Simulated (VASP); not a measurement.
# Pb (I4/mmm) in VASP: a series of runs

Runs on Pb. Level: PBE. Tasks: single point.

Everything below comes from runs of VASP 6.6.1. Logs are shortened: lines on timing, memory, paths and dates and some standing lists are left out, and cuts for length are marked.

**1. The cell of the first run**

Symmetry: I4/mmm, No. 139, tetragonal system. The conventional cell has a = 3.667 Å, b = 3.667 Å, c = 5.063 Å, α = 90.00°, β = 90.00°, γ = 90.00°. Pb (site symmetry 4/mmm) has 12 Pb at 3.62 to 3.67 Å within 4.8 Å.

**2. Single point, PBE (strain +0.050 along x and y, +0.025 along z)**

File INCAR:

```
SYSTEM = Pb
PREC = Accurate
ENCUT = 520
EDIFF = 1E-6
ISMEAR = 0
SIGMA = 0.15
LREAL = .FALSE.
LASPH = .TRUE.
NELM = 80
ALGO = Fast
ISIF = 2
LWAVE = .FALSE.
LCHARG = .FALSE.
GGA = PE
NBANDS = 13
```

File KPOINTS:

```
Automatic mesh
0
G
  16 16 16
  0 0 0
```

File POSCAR:

```
Pb
1.0
    0.0000000000      2.5932900000      2.5315450000
    2.5932900000      0.0000000000      2.5315450000
    2.5932900000      2.5932900000      0.0000000000
Pb
1
Direct
    0.0000000000      0.0000000000      0.0000000000
```

Potentials or basis: VASP PAW PBE potentials, release 64 (Pb_d).

Started as:

```sh
$ cat potpaw_PBE.64/Pb_d/POTCAR > POTCAR
$ mpirun -np 1 vasp_std > vasp.out
```

OUTCAR:

```text
SYSTEM = Pb
   PREC = Accurate
   ENCUT = 520
   EDIFF = 1E-6
   ISMEAR = 0
   LREAL = .FALSE.
   LASPH = .TRUE.
   NELM = 80
   ISIF = 2
   GGA = PE

 ion  position               nearest neighbor table
   1  0.000  0.000  0.000-

  LATTYP: Found a body centered tetragonal cell.
 ALAT       =     3.6674658892
 C/A-ratio  =     1.3805418109

  Lattice vectors:

 A1 = (   0.0000000000,  -2.5932900000,  -2.5315450000)
 A2 = (   0.0000000000,   2.5932900000,  -2.5315450000)
 A3 = (   2.5932900000,   0.0000000000,   2.5315450000)

Analysis of symmetry for initial positions (statically):
=====================================================================
 Subroutine PRICEL returns:
 Original cell was already a primitive cell.

 Routine SETGRP: Setting up the symmetry group for a
 body centered tetragonal supercell.

 Subroutine GETGRP returns: Found 16 space group operations
 (whereof 16 operations were pure point group operations)
 out of a pool of 16 trial point group operations.

The static configuration has the point symmetry D_4h.

Analysis of symmetry for dynamics (positions and initial velocities):
=====================================================================
 Subroutine PRICEL returns:
 Original cell was already a primitive cell.

 Routine SETGRP: Setting up the symmetry group for a
 body centered tetragonal supercell.

 Subroutine GETGRP returns: Found 16 space group operations
 (whereof 16 operations were pure point group operations)
 out of a pool of 16 trial point group operations.

The dynamic configuration has the point symmetry D_4h.

 Subroutine INISYM returns: Found 16 space group operations
 (whereof 16 operations are pure point group operations),
 and found     1 'primitive' translations

----------------------------------------------------------------------------------------

                                     Primitive cell

  volume of cell :      34.0501

  direct lattice vectors                    reciprocal lattice vectors
     0.000000000  2.593290000  2.531545000    -0.192805278  0.192805278  0.197507846
     2.593290000  0.000000000  2.531545000     0.192805278 -0.192805278  0.197507846
     2.593290000  2.593290000  0.000000000     0.192805278  0.192805278 -0.197507846

  length of vectors
     3.624068585  3.624068585  3.667465889     0.336685461  0.336685461  0.336685461

  position of ions in fractional coordinates (direct lattice)
     0.000000000  0.000000000  0.000000000

  ion indices of the primitive-cell ions
   primitive index   ion index
                 1           1

----------------------------------------------------------------------------------------

 KPOINTS: Automatic mesh

Automatic generation of k-mesh.
 Grid dimensions read from file:
 generate k-points for:   16   16   16

 Generating k-lattice:

  Cartesian coordinates                     Fractional coordinates (reciprocal lattice)
    -0.012050330  0.012050330  0.012344240     0.062500000 -0.000000000  0.000000000
     0.012050330 -0.012050330  0.012344240    -0.000000000  0.062500000  0.000000000
     0.012050330  0.012050330 -0.012344240     0.000000000  0.000000000  0.062500000

  Length of vectors
     0.021042841  0.021042841  0.021042841

  Shift w.r.t. Gamma in fractional coordinates (k-lattice)
     0.000000000  0.000000000  0.000000000

 Subroutine IBZKPT returns following result:
 ===========================================

 Found    349 irreducible k-points:

 Following reciprocal coordinates:
            Coordinates               Weight
  0.000000  0.000000  0.000000      1.000000
  0.062500  0.000000  0.000000      8.000000
  0.125000  0.000000  0.000000      8.000000
  0.187500  0.000000  0.000000      8.000000
  0.250000  0.000000  0.000000      8.000000
  0.312500  0.000000  0.000000      8.000000
[... 16 lines left out ...]
 -0.125000  0.062500  0.000000      8.000000
 -0.062500  0.062500  0.000000      4.000000
 [... further k-points ...]
   k-points           NKPTS =    349   k-points in BZ     NKDIM =    349   number of bands    NBANDS=     13
   number of dos      NEDOS =    301   number of ions     NIONS =      1
   total plane-waves  NPLWV =  21952
   dimension x,y,z NGX =    28 NGY =   28 NGZ =   28
   dimension x,y,z NGXF=    56 NGYF=   56 NGZF=   56
   ions per type =               1
   NGX,Y,Z   is equivalent  to a cutoff of  12.84, 12.84, 12.69 a.u.
   NGXF,Y,Z  is equivalent  to a cutoff of  25.69, 25.69, 25.38 a.u.
 SYSTEM =  Pb
   PREC   = accura    normal or accurate (medium, high low for compatibility)
   ISTART =      0    job   : 0-new  1-cont  2-samecut
   ICHARG =      2    charge: 1-file 2-atom 10-const
   ISPIN  =      1    spin polarized calculation?
   LNONCOLLINEAR =      F non collinear calculations
   LSORBIT =      F    spin-orbit coupling
   LASPH  =      T    aspherical Exc in radial PAW
   ENCUT  =  520.0 eV  38.22 Ry    6.18 a.u.   6.74  6.74  6.82*2*pi/ulx,y,z
   NELM   =     80;   NELMIN=  2; NELMDL= -5     # of ELM steps
   EDIFF  = 0.1E-05   stopping-criterion for ELM
   LREAL  =      F    real-space projection
   EDIFFG = 0.1E-04   stopping-criterion for IOM
   NSW    =      0    number of steps for IOM
   IBRION =     -1    ionic relax: 0-MD 1-quasi-New 2-CG
   NFREE  =      0    steps in history (QN), initial steepest desc. (CG)
   ISIF   =      2    stress and relaxation
   ISYM   =      2    0-nonsym 1-usesym 2-fastsym
   POTIM  = 0.5000    time-step for ionic-motion
   TEBEG  =    0.0;   TEEND  =   0.0 temperature during run
   PSTRESS=    0.0 pullay stress
   NELECT =      14.0000    total number of electrons
   NUPDOWN=      -1.0000    fix difference up-down
   EMIN   =  10.00;   EMAX   =-10.00  energy-range for DOS
   EFERMI =   0.00;   METHOD = LEGACY
   ISMEAR =     0;   SIGMA  =   0.15  broadening in eV -4-tet -1-fermi 0-gaus
   EFERMI_NEDOS =   21; number of points for ismear=-14 and -15
   IALGO  =     68    algorithm
   IMIX   =      4    mixing-type and parameters
     AMIX     =   0.40;   BMIX     =  1.00
     AMIX_MAG =   1.60;   BMIX_MAG =  1.00
  volume/ion in A,a.u.               =      34.05       229.78
  Fermi-wavevector in a.u.,A,eV,Ry     =   1.217339  2.300437 20.162670  1.481914
  Thomas-Fermi vector in A             =   2.352663
   LORBIT       =      0    0 simple, 1 ext, 2 COOP (PROOUT), +10 PAW based schemes
   GGA     = PE    functional components
   LHFCALC =     F    Hartree Fock is set to
   AEXX    =    0.0000 exact exchange contribution
   IVDW    =     0    specifies the selected vdW correction
   LEPSILON=     F    determine dielectric tensor
   LRPA    =     F    only Hartree local field effects (RPA)
 non-spin polarized calculation
 RMM-DIIS sequential band-by-band and
 Gauss-broadening in eV      SIGMA  =   0.15
  energy-cutoff  :      520.00
  volume of cell :       34.05
 maximum number of plane-waves:       933
   NGX = 13   NGY = 13   NGZ = 13

 number of electron      13.9999996 magnetization

 Free energy of the ion-electron system (eV)
  ---------------------------------------------------
  ext. energy  EPLUGINS =         0.00000000
  ---------------------------------------------------
  free energy    TOTEN  =        -3.55163151 eV

  energy without entropy =       -3.54468945  energy(sigma->0) =       -3.54816048

 E-fermi :   6.0917     XC(G=0):  -9.6417

 val. band max:        6.0748452371   @ k =  -0.4375   0.3750   0.1875
 cond. band min:       6.0969989903   @ k =  -0.3750  -0.0000   0.2500
 fundamental gap:      0.0221537532
 Fermi energy:         6.0917432899

 k-point     1 :       0.0000    0.0000    0.0000
  band No.  band energies     occupation
      1     -10.9682      2.00000
      2     -10.9682      2.00000
      3     -10.9476      2.00000
      4     -10.8742      2.00000
      5     -10.8551      2.00000
      6      -4.9720      2.00000
      7      12.5648      0.00000
      8      12.5960      0.00000
      9      12.5960      0.00000
     10      15.7245      0.00000
     11      15.9493      0.00000
     12      17.7109      0.00000
     13      17.7155      0.00000

 k-point     2 :       0.0625    0.0000    0.0000
  band No.  band energies     occupation
      1     -10.9666      2.00000
      2     -10.9640      2.00000
      3     -10.9451      2.00000
      4     -10.8741      2.00000
      5     -10.8556      2.00000
      6      -4.9057      2.00000
      7      11.7268      0.00000
      8      12.5029      0.00000
      9      12.5030      0.00000
     10      15.4393      0.00000
     11      16.4650      0.00000
     12      17.8635      0.00000
     13      17.8915      0.00000

 k-point     3 :       0.1250    0.0000    0.0000
  band No.  band energies     occupation
      1     -10.9637      2.00000
      2     -10.9540      2.00000
      3     -10.9378      2.00000
      4     -10.8718      2.00000
      5     -10.8558      2.00000
      6      -4.7073      2.00000
      7      10.0793      0.00000
      8      12.2582      0.00000
      9      12.3101      0.00000
     10      15.0294      0.00000
     11      17.3710      0.00000
     12      18.2019      0.00000
     13      18.2451      0.00000
[... 305 lines left out ...]
 k-point    23 :      -0.1250    0.0625    0.0000
  band No.  band energies     occupation
      1     -10.9673      2.00000
      2     -10.9478      2.00000
      3     -10.9266      2.00000
      4     -10.8789      2.00000
      5     -10.8468      2.00000
      6      -4.5594      2.00000
      7       9.4858      0.00000
      8      11.2774      0.00000
      9      12.5122      0.00000
     10      15.2506      0.00000
     11      17.3184      0.00000
     12      17.5523      0.00000
     13      17.9134      0.00000

 k-point    24 :      -0.0625    0.0625    0.0000
  band No.  band energies     occupation
      1     -10.9686      2.00000
      2     -10.9590      2.00000
      3     -10.9354      2.00000
      4     -10.8777      2.00000
      5     -10.8523      2.00000
      6      -4.7982      2.00000
      7      10.9849      0.00000
      8      11.8055      0.00000
      9      12.6186      0.00000
     10      15.3663      0.00000
     11      16.7574      0.00000
     12      17.8039      0.00000
     13      18.3882      0.00000

 [... further k-points ...]
[... 5 lines left out ...]
  --------------------------------------------------------------------------------------
  -------------------------------------------------------------------------------------
  Total       -0.4887187     -0.4887187     -0.4200978      0.0000000      0.0000000      0.0000000
  in kB      -22.9959701    -22.9959701    -19.7671102      0.0000000      0.0000000      0.0000000
  external PRESSURE =     -21.9196834 kB  Pullay stress =       0.0000000 kB

 VOLUME and BASIS-vectors are now :
 -----------------------------------------------------------------------------
  energy-cutoff  :      520.00
  volume of cell :       34.05
      direct lattice vectors                 reciprocal lattice vectors
     0.000000000  2.593290000  2.531545000    -0.192805278  0.192805278  0.197507846
     2.593290000  0.000000000  2.531545000     0.192805278 -0.192805278  0.197507846
     2.593290000  2.593290000  0.000000000     0.192805278  0.192805278 -0.197507846

 POSITION                                       TOTAL-FORCE (eV/Angst)
 -----------------------------------------------------------------------------------
      0.00000      0.00000      0.00000         0.000000     -0.000000      0.000000
 -----------------------------------------------------------------------------------
    total drift:                               -0.000000     -0.000000     -0.000000

  FREE ENERGIE OF THE ION-ELECTRON SYSTEM (eV)
  ---------------------------------------------------
  free  energy   TOTEN  =        -3.5516315150 eV

  energy  without entropy=       -3.5446894469  energy(sigma->0) =       -3.54816048
```

It took 68 s on 1 thread of AMD EPYC 9R45 (Zen 5), shared host; peak memory 0.23 GiB.

What came out:

```yaml
Free_energy: -3.5516 eV
Pressure: -2.2 GPa
Band_gap_on_the_k_mesh: zero (bands 7 and 8 overlap by 8.01 eV)
```

Levels at points of the mesh, in eV from the Fermi level:
```csv
k point,band 3,band 4,band 5,band 6,band 7,band 8,band 9,band 10,band 11,band 12
"(0.00, 0.00, 0.00)",-17.04,-16.97,-16.95,-11.06,6.47,6.50,6.50,9.63,9.86,11.62
"(0.50, 0.00, 0.00)",-17.04,-16.86,-16.86,-8.07,-3.70,4.75,5.08,8.43,9.12,10.33
"(0.50, 0.50, 0.00)",-16.87,-16.83,-16.83,-6.78,-2.75,1.70,1.70,4.88,6.12,17.36
"(0.50, 0.00, 0.50)",-16.87,-16.84,-16.83,-7.00,-2.93,1.90,2.05,5.11,6.35,17.58
```

Caveat: the cell differs from its parent crystal (strain +0.050 along x and y, +0.025 along z); spin-orbit coupling is left out, which moves the levels of the heavy elements.

**3. Single point, PBE (strain -0.050 along x and y, -0.025 along z)**

File INCAR:

```
PREC = Accurate
ENCUT = 520
EDIFF = 1E-6
ISMEAR = 0
SIGMA = 0.15
LREAL = F
LASPH = T
NELM = 60
ALGO = Normal
ISIF = 2
LWAVE = F
LCHARG = F
GGA = PE
NBANDS = 13
```

File KPOINTS:

```
regular mesh
0
Gamma
  16 16 16
```

File POSCAR:

```
Pb
1.0
    0.0000000000      2.3463100000      2.4080550000
    2.3463100000      0.0000000000      2.4080550000
    2.3463100000      2.3463100000      0.0000000000
Pb
1
Direct
    0.0000000000      0.0000000000      0.0000000000
```

Potentials or basis: VASP PAW PBE potentials, release 64 (Pb_d).

Started as:

```sh
$ cat potpaw_PBE.64/Pb_d/POTCAR > POTCAR
$ mpirun -np 1 vasp_std > vasp.out
```

Wall time 54 s (1 thread of AMD EPYC 9R45 (Zen 5), shared host); peak memory 0.21 GiB.

The run converged. Its results:

```yaml
Free_energy: -3.4006 eV
Pressure: 11.7 GPa
Band_gap_on_the_k_mesh: zero (bands 7 and 8 overlap by 10.57 eV)
```

Stress tensor (GPa, compression positive):
```
11.81  0.00  0.00
 0.00 11.81  0.00
 0.00  0.00 11.43
```

Levels at points of the mesh, in eV from the Fermi level:
```csv
k point,band 3,band 4,band 5,band 6,band 7,band 8,band 9,band 10,band 11,band 12
"(0.00, 0.00, 0.00)",-17.27,-17.10,-17.05,-12.82,8.42,8.42,8.49,9.74,13.00,13.47
"(0.50, 0.00, 0.00)",-17.25,-16.89,-16.87,-8.33,-4.99,6.01,6.53,9.25,10.59,11.88
"(0.50, 0.50, 0.00)",-16.89,-16.83,-16.83,-6.82,-4.07,2.35,2.35,5.99,7.25,19.20
"(0.50, 0.00, 0.50)",-16.89,-16.84,-16.81,-6.46,-3.83,1.92,2.09,5.64,6.94,18.69
```

Caveat: the cell differs from its parent crystal (strain -0.050 along x and y, -0.025 along z); the cell stands under pressure; spin-orbit coupling is left out, which moves the levels of the heavy elements.

**4. Single point, PBE (strain -0.050 along x and y, +0.000 along z)**

File INCAR:

```
SYSTEM = Pb
PREC = Accurate
ENCUT = 520
EDIFF = 1E-7
ISMEAR = 0
SIGMA = 0.15
LREAL = .False.
LASPH = .True.
NELM = 100
ALGO = Normal
ISIF = 2
LWAVE = .False.
LCHARG = .True.
GGA = PE
LELF = .True.
LVHAR = .True.
NBANDS = 13
```

File KPOINTS:

```
regular mesh
0
Gamma
  16 16 16
  0 0 0
```

File POSCAR:

```
Pb
1.0
    0.0000000000      2.3463100000      2.4698000000
    2.3463100000      0.0000000000      2.4698000000
    2.3463100000      2.3463100000      0.0000000000
Pb
1
Direct
    0.0000000000      0.0000000000      0.0000000000
```

Started as:

```sh
$ cat potpaw_PBE.64/Pb_d/POTCAR > POTCAR
$ mpirun -np 1 vasp_std > vasp.out
```

It took 58 s on 1 thread of AMD EPYC 9R45 (Zen 5), shared host; peak memory 0.21 GiB.

The run converged. Its results:

* Free energy: -3.4435 eV
* Pressure: 9.5 GPa
* Band gap on the k mesh: zero (bands 7 and 8 overlap by 10.36 eV)

Stress tensor (GPa, compression positive):
```
9.87 0.00 0.00
0.00 9.87 0.00
0.00 0.00 8.63
```

Levels at points of the mesh, in eV from the Fermi level:
```tsv
k point	band 5	band 6	band 7	band 8	band 9	band 10
(0.00, 0.00, 0.00)	-17.01	-12.61	8.21	8.21	8.33	9.77
(0.50, 0.00, 0.00)	-16.85	-8.29	-4.83	5.60	6.63	9.34
(0.50, 0.50, 0.00)	-16.82	-7.07	-4.08	2.57	2.57	6.14
(0.50, 0.00, 0.50)	-16.78	-6.38	-3.63	1.72	2.07	5.47
```

Caveat: the cell differs from its parent crystal (strain -0.050 along x and y, +0.000 along z); the cell stands under pressure; spin-orbit coupling is left out, which moves the levels of the heavy elements.

**5. Single point, PBE (strain -0.025 along x and y, -0.050 along z)**

File INCAR:

```
SYSTEM = Pb
ALGO     = Normal         ! electronic algorithm
EDIFF    = 1E-6           ! SCF threshold, eV
ENCUT    = 520            ! plane-wave cutoff, eV
GGA      = PE             ! functional
ISIF     = 2              ! what is computed and relaxed
ISMEAR   = 0              ! smearing method
LASPH    = .True.         ! aspherical terms in the spheres
LCHARG   = .True.         ! write CHGCAR
LELF     = .True.         ! ELF
LREAL    = .False.        ! projectors in reciprocal space
LVHAR    = .True.       
LWAVE    = .False.        ! write WAVECAR
NBANDS   = 13             ! bands
NELM     = 60             ! most SCF steps
PREC     = Accurate       ! precision mode
SIGMA    = 0.15           ! smearing width, eV
```

File KPOINTS:

```
k-points
0
Gamma
  16 16 16
  0 0 0
```

File POSCAR:

```
Pb
1.0
    0.0000000000      2.4080550000      2.3463100000
    2.4080550000      0.0000000000      2.3463100000
    2.4080550000      2.4080550000      0.0000000000
Pb
1
Direct
    0.0000000000      0.0000000000      0.0000000000
```

Started as:

```sh
$ cat potpaw_PBE.64/Pb_d/POTCAR > POTCAR
$ mpirun -np 1 vasp_std > vasp.out
```

Wall time 55 s (1 thread of AMD EPYC 9R45 (Zen 5), shared host); peak memory 0.21 GiB.

It converged, with:

```yaml
Free_energy: -3.4468 eV
Pressure: 9.4 GPa
Band_gap_on_the_k_mesh: zero (bands 7 and 8 overlap by 10.23 eV)
```

Stress tensor (GPa, compression positive):
```
9.27 0.00 0.00
0.00 9.27 0.00
0.00 0.00 9.74
```

Levels at points of the mesh, in eV from the Fermi level:
| k point | band 3 | band 4 | band 5 | band 6 | band 7 | band 8 | band 9 | band 10 | band 11 | band 12 |
| --- | --- | --- | --- | --- | --- | --- | --- | --- | --- | --- |
| (0.00, 0.00, 0.00) | -17.21 | -17.06 | -17.02 | -12.60 | 8.19 | 8.26 | 8.26 | 9.75 | 12.68 | 13.27 |
| (0.50, 0.00, 0.00) | -17.21 | -16.87 | -16.85 | -8.29 | -4.83 | 5.91 | 6.35 | 9.26 | 10.37 | 11.61 |
| (0.50, 0.50, 0.00) | -16.88 | -16.81 | -16.81 | -6.38 | -3.62 | 1.87 | 1.87 | 5.46 | 6.75 | 18.52 |
| (0.50, 0.00, 0.50) | -16.88 | -16.83 | -16.80 | -6.72 | -3.87 | 2.14 | 2.31 | 5.79 | 7.06 | 18.83 |

Caveat: the cell differs from its parent crystal (strain -0.025 along x and y, -0.050 along z); the cell stands under pressure; spin-orbit coupling is left out, which moves the levels of the heavy elements.

(Part 1 of 2 ends here.)

The gap in the log of VASP goes by the Fermi energy; the results here count the filled bands.